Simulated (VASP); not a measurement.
**CeO3 (ReO3 type): single point with PBE**

CeO3 (ReO3 type):

```
CELL_PARAMETERS angstrom
4.25003 0.00000 0.00000
0.00000 4.25003 0.00000
0.00000 0.00000 4.25003
ATOMIC_POSITIONS crystal
Ce 0.00000 0.00000 0.00000
O 0.50000 0.00000 0.00000
O 0.00000 0.50000 0.00000
O 0.00000 0.00000 0.50000
```

| Quantity | Value |
| --- | --- |
| Program | VASP 6.6.1 |
| Task | single point |
| Functional | PBE |
| Potentials or basis | VASP PAW PBE potentials, release 64 (Ce, O) |
| Cutoff | 520 eV |
| k mesh | 9 × 9 × 9 |
| Occupations | fermi-dirac, width 0.0612256 eV |
| Spin | no spin polarisation |

```json
{"Pressure": "3.2 GPa", "Band gap on the k mesh": "zero (band 15 reaches 0.04 eV, above the bottom of band 16 at -0.81 eV)"}
```

Levels at points of the mesh, in eV from the Fermi level:
| k point | band 12 | band 13 | band 14 | band 15 | band 16 | band 17 | band 18 | band 19 |
| --- | --- | --- | --- | --- | --- | --- | --- | --- |
| (0.00, 0.00, 0.00) | -0.88 | -0.88 | 0.56 | 0.56 | 0.56 | 2.75 | 3.31 | 3.31 |

Wall time 53 s on 1 thread of Intel(R) Xeon(R) Platinum 8488C (Sapphire Rapids) (shared host), peak memory 0.22 GiB.

Caveat: spin-orbit coupling is left out, which moves the levels of the heavy elements; the run has no spin polarisation, though such a crystal can be magnetic; without U or exact exchange the open f shell lies at the Fermi level, which spoils levels, moments and volumes. Spin polarisation is off, so any magnetic state and its effect on volume and gap are missing.
